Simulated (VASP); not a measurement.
Runs of VASP 6.6.1 on Rh. The structure is that of space group P6/mmm (No. 191), or close to it. The cells are those of the table. 

```csv
task,cell,k mesh for the DOS,occupations for the DOS,gap on the mesh (eV),pressure (GPa)
single point,"a = 2.239, b = 2.239, c = 2.121 Å, angles 90.0, 90.0, 120.0°, 1 atom",-,-,none,376.1
single point,"a = 2.639, b = 2.639, c = 2.546 Å, angles 90.0, 90.0, 120.0°, 1 atom",-,-,none,0.0
single point,"a = 2.498, b = 2.498, c = 2.387 Å, angles 90.0, 90.0, 120.0°, 1 atom",-,-,none,(a)
single point,"a = 2.571, b = 2.571, c = 2.467 Å, angles 90.0, 90.0, 120.0°, 1 atom",-,-,none,21.4
```

Alike in all rows: level PBE; potentials or basis VASP PAW PBE potentials, release 64 (Rh_pv); no spin polarisation; k mesh 17 × 17 × 15; cutoff (eV) 520; smearing fermi-dirac 0.1 eV.

Q: Fill in the values left out.

A: (a) 56.4.

A k mesh can miss the band edges, and the runs leave out spin-orbit coupling on Rh.

A gap of «none» marks levels without a gap at the run's occupations.
